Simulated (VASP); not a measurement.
Crystal: AlN.

```
CELL_PARAMETERS angstrom
3.09860 0.00000 0.00000
-1.54930 2.68347 0.00000
0.00000 0.00000 4.41490
ATOMIC_POSITIONS crystal
Al 0.33333 0.66667 0.00173
Al 0.66667 0.33333 0.50173
N 0.33333 0.66667 0.38327
N 0.66667 0.33333 0.88327
```

* Program: VASP 6.6.1
* Task: relaxation of the atoms
* Functional: PBE
* Potentials or basis: VASP PAW PBE potentials, release 64 (Al, N)
* Cutoff: 520 eV
* k mesh: 9 × 9 × 6
* Occupations: gaussian, width 0.05 eV
* Spin: no spin polarisation

At the start: pressure 41.5 GPa; volume 9.18 Å³/atom.

Question: Where does the relaxation end?

Answer: Over 3 steps the energy falls by 127.0 meV/atom; space group P6_3mc (No. 186, to 0.1 Å) before and after.

The path:
```csv
step,energy change (eV),largest force (eV/Å),pressure (GPa)
1,0.0000,3.5834,41.54
2,-0.3386,0.6590,29.76
3,-0.5080,0.0096,31.98
```

Final structure:
```xyz
4
Lattice="3.0986 0.0000 0.0000 -1.5493 2.6835 0.0000 0.0000 0.0000 4.4149" Properties=species:S:1:pos:R:3 pbc="T T T"
Al    0.0000    1.7890    4.3360
Al    1.5493    0.8945    2.1285
N     0.0000    1.7890    1.7787
N     1.5493    0.8945    3.9861
```
